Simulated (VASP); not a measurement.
HfB2: single point with PBE

Crystal: HfB2.

```
Hf B
1.0
     3.23602    0.00000    0.00000
    -1.61801    2.80247    0.00000
     0.00000    0.00000    3.62342
Hf B
1 2
Direct
  0.00000 0.00000 0.00000
  0.33333 0.66667 0.50000
  0.66667 0.33333 0.50000
```

This cell differs from its parent crystal: volume scaled by 1.10, then relaxed in part.

```
Program                : VASP 6.6.1
Task                   : single point
Functional             : PBE
Potentials or basis    : VASP PAW PBE potentials, release 64 (Hf_pv, B)
Cutoff                 : 520 eV
k mesh                 : 15 × 15 × 12
Occupations            : gaussian, width 0.1 eV
Spin                   : no spin polarisation
Dipole correction      : no
Further INCAR settings : ALGO = Normal; EDIFF = 1e-07; NBANDS = 15
```

```json
{
 "Pressure": "-20.1 GPa",
 "Band gap on the k mesh": "zero (band 8 reaches 7.69 eV, above the bottom of band 9 at 6.68 eV)"
}
```

Levels at points of the mesh, in eV from the Fermi level:
| k point | band 4 | band 5 | band 6 | band 7 | band 8 | band 9 | band 10 | band 11 | band 12 | band 13 |
| --- | --- | --- | --- | --- | --- | --- | --- | --- | --- | --- |
| (0.00, 0.00, 0.00) | -13.19 | -2.88 | -2.84 | -2.65 | -2.65 | 3.52 | 3.52 | 4.04 | 4.04 | 4.38 |
| (0.00, 0.00, 0.50) | -11.21 | -8.00 | -1.14 | -1.14 | 0.36 | 0.36 | 0.90 | 0.90 | 1.78 | 4.85 |

Run time: 53 s on 1 thread of Intel(R) Xeon(R) Platinum 8259CL CPU @ 2.50GHz (Skylake/Cascade Lake), on a shared host, peak memory 0.22 GiB.

Caveat: spin-orbit coupling is left out, which moves the levels of the heavy elements.
